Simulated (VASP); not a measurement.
GaN: single point with r2SCAN

Crystal: GaN.

```xyz
2
Lattice="0.0000 2.1224 2.1224 2.1224 0.0000 2.1224 2.1224 2.1224 0.0000" Properties=species:S:1:pos:R:3 pbc="T T T"
Ga    2.1224    2.1224    2.1224
N     0.0000    0.0000    0.0000
```

```
Program                : VASP 6.6.1
Task                   : single point
Functional             : r2SCAN
Potentials or basis    : VASP PAW PBE potentials, release 64 (Ga_d, N_h)
Cutoff                 : 1460 eV
k mesh                 : 10 × 10 × 10
Occupations            : gaussian, width 0.05 eV
Spin                   : no spin polarisation
Dipole correction      : no
Further INCAR settings : ALGO = Normal; EDIFF = 1e-06; NBANDS = 16
```

```yaml
Pressure: -3.7 GPa
Band_gap_on_the_k_mesh: 1.05 eV (least direct gap 3.15 eV)
```

Levels at points of the mesh, in eV from the valence-band top:
```csv
k point,band 5,band 6,band 7,band 8,band 9,band 10,band 11,band 12,band 13,band 14
"(0.00, 0.00, 0.00)",-14.30,-14.30,-0.48,-0.48,-0.48,2.66,15.40,15.40,15.40,16.75
"(0.50, 0.00, 0.00)",-14.16,-14.16,-8.25,-0.15,-0.15,5.33,9.76,9.76,10.16,17.39
"(0.50, 0.50, 0.00)",-14.10,-11.57,-7.10,-3.04,-3.04,1.05,8.51,12.94,15.51,15.51
```

Run time: 2.2 min on 1 thread of Intel(R) Xeon(R) Platinum 8488C (Sapphire Rapids), on a shared host, peak memory 0.3 GiB.

Caveat: the cell stands under tension; the PAW data sets were made with another functional, which shifts forces and pressure a little. r2SCAN opens gaps a little over a GGA but as a rule still falls short of measured ones.
